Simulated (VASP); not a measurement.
# WC in VASP: further runs

The runs below take WC through single point, with PBE.

Everything below comes from runs of VASP 6.6.1. Logs are shortened: lines on timing, memory, paths and dates and some standing lists are left out, and cuts for length are marked.

**1. The cell of the first run**

The cell holds a slab with vacuum, 2 atoms: a = 2.847 Å, b = 2.922 Å, c = 16.687 Å, α = 90.00°, β = 90.00°, γ = 90.00°.

**2. Single point, PBE**

INCAR reads:

```
PREC = Accurate
ENCUT = 520
EDIFF = 1E-6
ISMEAR = 0
SIGMA = 0.1
LREAL = False
LASPH = True
NELM = 100
ALGO = Normal
ISIF = 2
LWAVE = False
LCHARG = True
LDIPOL = True
IDIPOL = 3
DIPOL = 0.5 0.5 0.500
GGA = PE
LELF = True
LVHAR = True
LVACPOTAV = True
NBANDS = 16
```

KPOINTS reads:

```
regular mesh
0
Gamma
  12 12 1
```

POSCAR reads:

```
WC
1.0
    2.8470769657      0.0000000000      0.0000000000
    0.0000000000      2.9217712149      0.0000000000
    0.0000000000      0.0000000000     16.6868853974
W C
1 1
Direct
    0.0000000000      0.5000000000      0.4494547557
    0.5000000000      0.5000000000      0.5505452443
```

Potentials or basis: VASP PAW PBE potentials, release 64 (W_sv, C).

On the command line:

```
> cat potpaw_PBE.64/W_sv/POTCAR potpaw_PBE.64/C/POTCAR > POTCAR
> mpirun -np 1 vasp_std > vasp.out
```

OUTCAR:

```text
PREC = Accurate
   ENCUT = 520
   EDIFF = 1E-6
   ISMEAR = 0
   LREAL = False
   LASPH = True
   NELM = 100
   ISIF = 2
   GGA = PE

 ion  position               nearest neighbor table
   1  0.000  0.500  0.449-   2 2.21   2 2.21
   2  0.500  0.500  0.551-   1 2.21   1 2.21

  LATTYP: Found a simple orthorhombic cell.
 ALAT       =     2.8470769657
 B/A-ratio  =     1.0262354162
 C/A-ratio  =     5.8610587625

  Lattice vectors:

 A1 = (   2.8470769657,   0.0000000000,   0.0000000000)
 A2 = (   0.0000000000,   2.9217712149,   0.0000000000)
 A3 = (   0.0000000000,   0.0000000000,  16.6868853974)

Analysis of symmetry for initial positions (statically):
=====================================================================
 Subroutine PRICEL returns:
 Original cell was already a primitive cell.

 Routine SETGRP: Setting up the symmetry group for a
 simple orthorhombic supercell.

 Subroutine GETGRP returns: Found  4 space group operations
 (whereof  4 operations were pure point group operations)
 out of a pool of  8 trial point group operations.

The static configuration has the point symmetry C_2v.

Analysis of symmetry for dynamics (positions and initial velocities):
=====================================================================
 Subroutine PRICEL returns:
 Original cell was already a primitive cell.

 Routine SETGRP: Setting up the symmetry group for a
 simple orthorhombic supercell.

 Subroutine GETGRP returns: Found  4 space group operations
 (whereof  4 operations were pure point group operations)
 out of a pool of  8 trial point group operations.

The dynamic configuration has the point symmetry C_2v.

 Subroutine INISYM returns: Found  4 space group operations
 (whereof  4 operations are pure point group operations),
 and found     1 'primitive' translations

----------------------------------------------------------------------------------------

                                     Primitive cell

  volume of cell :     138.8100

  direct lattice vectors                    reciprocal lattice vectors
     2.847076966  0.000000000  0.000000000     0.351237431  0.000000000  0.000000000
     0.000000000  2.921771215  0.000000000     0.000000000  0.342258146  0.000000000
     0.000000000  0.000000000 16.686885397     0.000000000  0.000000000  0.059927301

  length of vectors
     2.847076966  2.921771215 16.686885397     0.351237431  0.342258146  0.059927301

  position of ions in fractional coordinates (direct lattice)
     0.000000000  0.500000000  0.449454756
     0.500000000  0.500000000  0.550545244

  ion indices of the primitive-cell ions
   primitive index   ion index
                 1           1
                 2           2

----------------------------------------------------------------------------------------

 KPOINTS: regular mesh

Automatic generation of k-mesh.
 Grid dimensions read from file:
 generate k-points for:   12   12    1

 Generating k-lattice:

  Cartesian coordinates                     Fractional coordinates (reciprocal lattice)
     0.029269786  0.000000000  0.000000000     0.083333333  0.000000000  0.000000000
     0.000000000  0.028521512  0.000000000     0.000000000  0.083333333  0.000000000
     0.000000000  0.000000000  0.059927301     0.000000000  0.000000000  1.000000000

  Length of vectors
     0.029269786  0.028521512  0.059927301

  Shift w.r.t. Gamma in fractional coordinates (k-lattice)
     0.000000000  0.000000000  0.000000000

 Subroutine IBZKPT returns following result:
 ===========================================

 Found     49 irreducible k-points:

 Following reciprocal coordinates:
            Coordinates               Weight
  0.000000  0.000000  0.000000      1.000000
  0.083333  0.000000  0.000000      2.000000
  0.166667  0.000000  0.000000      2.000000
  0.250000  0.000000  0.000000      2.000000
  0.333333  0.000000  0.000000      2.000000
  0.416667  0.000000  0.000000      2.000000
[... 16 lines left out ...]
  0.083333  0.250000  0.000000      4.000000
  0.166667  0.250000  0.000000      4.000000
 [... further k-points ...]
   k-points           NKPTS =     49   k-points in BZ     NKDIM =     49   number of bands    NBANDS=     16
   number of dos      NEDOS =    301   number of ions     NIONS =      2
   total plane-waves  NPLWV =  72576
   dimension x,y,z NGX =    24 NGY =   24 NGZ =  126
   dimension x,y,z NGXF=    48 NGYF=   48 NGZF=  252
   ions per type =               1   1
   NGX,Y,Z   is equivalent  to a cutoff of  14.01, 13.66, 12.55 a.u.
   NGXF,Y,Z  is equivalent  to a cutoff of  28.03, 27.31, 25.11 a.u.
 SYSTEM =  unknown system
   PREC   = accura    normal or accurate (medium, high low for compatibility)
   ISTART =      0    job   : 0-new  1-cont  2-samecut
   ICHARG =      2    charge: 1-file 2-atom 10-const
   ISPIN  =      1    spin polarized calculation?
   LNONCOLLINEAR =      F non collinear calculations
   LSORBIT =      F    spin-orbit coupling
   LASPH  =      T    aspherical Exc in radial PAW
   ENCUT  =  520.0 eV  38.22 Ry    6.18 a.u.   5.29  5.43 31.03*2*pi/ulx,y,z
   NELM   =    100;   NELMIN=  2; NELMDL= -5     # of ELM steps
   EDIFF  = 0.1E-05   stopping-criterion for ELM
   LREAL  =      F    real-space projection
   EDIFFG = 0.1E-04   stopping-criterion for IOM
   NSW    =      0    number of steps for IOM
   IBRION =     -1    ionic relax: 0-MD 1-quasi-New 2-CG
   NFREE  =      0    steps in history (QN), initial steepest desc. (CG)
   ISIF   =      2    stress and relaxation
   ISYM   =      2    0-nonsym 1-usesym 2-fastsym
   POTIM  = 0.5000    time-step for ionic-motion
   TEBEG  =    0.0;   TEEND  =   0.0 temperature during run
   PSTRESS=    0.0 pullay stress
   NELECT =      18.0000    total number of electrons
   NUPDOWN=      -1.0000    fix difference up-down
   EMIN   =  10.00;   EMAX   =-10.00  energy-range for DOS
   EFERMI =   0.00;   METHOD = LEGACY
   ISMEAR =     0;   SIGMA  =   0.10  broadening in eV -4-tet -1-fermi 0-gaus
   EFERMI_NEDOS =   21; number of points for ismear=-14 and -15
   IALGO  =     38    algorithm
   IMIX   =      4    mixing-type and parameters
     AMIX     =   0.40;   BMIX     =  1.00
     AMIX_MAG =   1.60;   BMIX_MAG =  1.00
  volume/ion in A,a.u.               =      69.40       468.37
  Fermi-wavevector in a.u.,A,eV,Ry     =   0.828626  1.565877  9.342056  0.686622
  Thomas-Fermi vector in A             =   1.941035
   LORBIT       =      0    0 simple, 1 ext, 2 COOP (PROOUT), +10 PAW based schemes
   GGA     = PE    functional components
   LHFCALC =     F    Hartree Fock is set to
   AEXX    =    0.0000 exact exchange contribution
   IVDW    =     0    specifies the selected vdW correction
   LEPSILON=     F    determine dielectric tensor
   LRPA    =     F    only Hartree local field effects (RPA)
 non-spin polarized calculation
 Gauss-broadening in eV      SIGMA  =   0.10
  energy-cutoff  :      520.00
  volume of cell :      138.81
 maximum number of plane-waves:      3777
 NGX is ok and might be reduce to    24

 number of electron      18.0000000 magnetization

 dipolmoment           0.000000      0.000000      0.090467 electrons x Angstroem

 Free energy of the ion-electron system (eV)
  ---------------------------------------------------
  ext. energy  EPLUGINS =         0.00000000
  ---------------------------------------------------
  free energy    TOTEN  =       -15.79591696 eV

  energy without entropy =      -15.78401204  energy(sigma->0) =      -15.78996450

 E-fermi :  -2.9511     XC(G=0):  -3.5793

 val. band max:       -2.9581098863   @ k =   0.1667   0.0833   0.0000
 cond. band min:      -2.9080592784   @ k =   0.0000   0.4167   0.0000
 fundamental gap:      0.0500506079
 Fermi energy:        -2.9511483291

 k-point     1 :       0.0000    0.0000    0.0000
  band No.  band energies     occupation
      1     -77.1062      2.00000
      2     -41.3077      2.00000
      3     -40.9742      2.00000
      4     -40.9608      2.00000
      5     -13.3557      2.00000
      6      -7.7291      2.00000
[... 8 lines left out ...]
     15       2.2979      0.00000
     16       3.0724      0.00000

 k-point     2 :       0.0833    0.0000    0.0000
  band No.  band energies     occupation
      1     -77.1038      2.00000
      2     -41.3027      2.00000
      3     -41.0040      2.00000
      4     -40.9706      2.00000
      5     -13.2665      2.00000
      6      -7.5503      2.00000
[... 8 lines left out ...]
     15       2.1103      0.00000
     16       3.2232      0.00000

 k-point     3 :       0.1667    0.0000    0.0000
  band No.  band energies     occupation
      1     -77.0972      2.00000
      2     -41.2893      2.00000
      3     -41.1207      2.00000
      4     -40.9609      2.00000
      5     -13.0253      2.00000
      6      -7.0787      2.00000
[... 8 lines left out ...]
     15       2.1591      0.00000
     16       3.6206      0.00000

 k-point     4 :       0.2500    0.0000    0.0000
  band No.  band energies     occupation
      1     -77.0882      2.00000
      2     -41.2843      2.00000
      3     -41.2635      2.00000
      4     -40.9475      2.00000
      5     -12.7003      2.00000
      6      -6.5679      2.00000
[... 8 lines left out ...]
     15       2.7890      0.00000
     16       4.2390      0.00000
[... 324 lines left out ...]
 k-point    22 :       0.0000    0.2500    0.0000
  band No.  band energies     occupation
      1     -77.0938      2.00000
      2     -41.2842      2.00000
      3     -41.2079      2.00000
      4     -40.9419      2.00000
      5     -12.7822      2.00000
      6      -6.8837      2.00000
[... 8 lines left out ...]
     15       2.5043      0.00000
     16       4.0859      0.00000

 k-point    23 :       0.0833    0.2500    0.0000
  band No.  band energies     occupation
      1     -77.0914      2.00000
      2     -41.2794      2.00000
      3     -41.2038      2.00000
      4     -40.9845      2.00000
      5     -12.6996      2.00000
      6      -6.6616      2.00000
[... 8 lines left out ...]
     15       2.6572      0.00000
     16       4.2290      0.00000

 k-point    24 :       0.1667    0.2500    0.0000
  band No.  band energies     occupation
      1     -77.0849      2.00000
      2     -41.2662      2.00000
      3     -41.1926      2.00000
      4     -41.0994      2.00000
      5     -12.4783      2.00000
      6      -6.0504      2.00000
[... 8 lines left out ...]
     15       3.0930      0.00000
     16       4.6270      0.00000

 [... further k-points ...]
[... 5 lines left out ...]
  --------------------------------------------------------------------------------------
  -------------------------------------------------------------------------------------
  Total       -3.8911175     -5.2425837     -8.3407402      0.0000000      0.0000000      0.0000000
  in kB      -44.9121897    -60.5111290    -96.2707772      0.0000000      0.0000000      0.0000000
  external PRESSURE =     -67.2313653 kB  Pullay stress =       0.0000000 kB

 VOLUME and BASIS-vectors are now :
 -----------------------------------------------------------------------------
  energy-cutoff  :      520.00
  volume of cell :      138.81
      direct lattice vectors                 reciprocal lattice vectors
     2.847076966  0.000000000  0.000000000     0.351237431  0.000000000  0.000000000
     0.000000000  2.921771215  0.000000000     0.000000000  0.342258146  0.000000000
     0.000000000  0.000000000 16.686885397     0.000000000  0.000000000  0.059927301

 POSITION                                       TOTAL-FORCE (eV/Angst)
 -----------------------------------------------------------------------------------
      0.00000      1.46089      7.50000         0.000000      0.000000      4.939126
      1.42354      1.46089      9.18689         0.000000      0.000000     -4.939126
 -----------------------------------------------------------------------------------
    total drift:                                0.000000      0.000000      0.000323

  FREE ENERGIE OF THE ION-ELECTRON SYSTEM (eV)
  ---------------------------------------------------
  free  energy   TOTEN  =       -15.7959169603 eV

  energy  without entropy=      -15.7840120433  energy(sigma->0) =      -15.78996450

 vacuum level on the upper side and lower side of the slab         3.599         1.632
```

It took 83 s on 1 thread of AMD EPYC 9R45 (Zen 5), shared host; peak memory 0.27 GiB.

What came out:

* Free energy: -15.7959 eV
* Largest force: 4.939 eV/Å
* Band gap on the k mesh: zero (band 9 reaches -2.77 eV, above the bottom of band 10 at -3.00 eV)

Forces in eV/Å, atoms in the order of the input:
```
W    0.000  0.000  4.939
C    0.000  0.000 -4.939
```

Caveat: spin-orbit coupling is left out, which moves the levels of the heavy elements.

**3. Single point, PBE**

This run uses another cell than the first one: it holds 6 atoms, not 2.

INCAR reads:

```
PREC = Accurate
ENCUT = 520
EDIFF = 1E-7
ISMEAR = 0
SIGMA = 0.1
LREAL = F
LASPH = T
NELM = 80
ALGO = Normal
ISIF = 2
LWAVE = F
LCHARG = F
LDIPOL = T
IDIPOL = 3
DIPOL = 0.5 0.5 0.500
GGA = PE
NBANDS = 36
```

KPOINTS is that of step 2.

POSCAR reads:

```
WC
1.0
    2.8470769657      0.0000000000      0.0000000000
    0.0000000000      2.9217712149      0.0000000000
    0.0000000000      0.0000000000     21.7475415897
W C
3 3
Direct
    0.0000000000      0.5000000000      0.3448665666
    0.0000000000      0.0000000000      0.4612166416
    0.0000000000      0.5000000000      0.5775667167
    0.5000000000      0.5000000000      0.4224332833
    0.5000000000      0.0000000000      0.5387833584
    0.5000000000      0.5000000000      0.6551334334
```

Potentials or basis: VASP PAW PBE potentials, release 64 (W_sv, C).

On the command line:

```
> cat potpaw_PBE.64/W_sv/POTCAR potpaw_PBE.64/C/POTCAR > POTCAR
> mpirun -np 1 vasp_std > vasp.out
```

Wall time 9.3 min (1 thread of Intel Xeon Platinum 8559C (Emerald Rapids), shared host); peak memory 0.43 GiB.

It converged, with:

```
Free energy            : -59.6091 eV
Largest force          : 2.584 eV/Å
Band gap on the k mesh : zero (band 27 reaches 0.43 eV, above the bottom of band 28 at -0.10 eV)
```

Forces on the atoms (eV/Å):
```
W    0.000  0.000  1.123
W    0.000  0.000 -0.330
W    0.000  0.000  2.584
C    0.000  0.000 -0.981
C    0.000  0.000 -0.206
C    0.000  0.000 -2.190
```

Levels at points of the mesh, in eV from the Fermi level:
```csv
k point,band 25,band 26,band 27,band 28,band 29,band 30
"(0.00, 0.00, 0.00)",-1.61,-0.63,-0.10,0.60,1.36,2.37
"(0.50, 0.00, 0.00)",-0.97,-0.72,-0.02,0.01,0.73,1.72
"(0.00, 0.50, 0.00)",-0.28,-0.25,-0.13,0.49,0.84,1.86
"(0.50, 0.50, 0.00)",-0.23,-0.09,-0.03,1.27,1.89,2.75
```

Caveat: spin-orbit coupling is left out, which moves the levels of the heavy elements.

(Continued in part 2 of 2.)
